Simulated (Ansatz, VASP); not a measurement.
## One calculation of CuAu3, two programs

```
Cu Au
1.0
     3.93797    0.00000    0.00000
     0.00000    3.93797    0.00000
     0.00000    0.00000    3.93797
Cu Au
1 3
Direct
  0.00000 0.00000 0.00000
  0.00000 0.50000 0.50000
  0.50000 0.00000 0.50000
  0.50000 0.50000 0.00000
```

Alike in both runs: functional LDA; k mesh 10 × 10 × 10; occupations fermi-dirac, width 0.15 eV; no spin polarisation.

Ansatz relaxed the structure, and its values are those at the end. VASP's run is a single point on that final structure, the one shown.

|  | VASP | Ansatz |
| --- | --- | --- |
| version | VASP 6.6.1 | Ansatz 0.2.0 |
| potentials or method | VASP PAW LDA potentials, release 64 (Cu, Au), cutoff 520 eV | scalar-relativistic, plane waves, PAW |
| valence electrons in the cell | 44 | 76 |

Ansatz gave:

```
gap on the k mesh at the Fermi level (eV) : none
pressure (GPa)                            : 0.0
```

Task: Estimate VASP's values.

Result: gap on the k mesh at the Fermi level (eV): none; pressure (GPa): 0.6.

LDA's correlation is that of Perdew and Zunger in VASP and of Perdew and Wang (1992) in Ansatz. A gap of «none» marks a metal or a gap that the smearing closes. VASP's potentials hold 44 valence electrons a cell and Ansatz's 76, so a difference there can come from the potentials and not from the codes.

Spin-orbit coupling is off throughout.
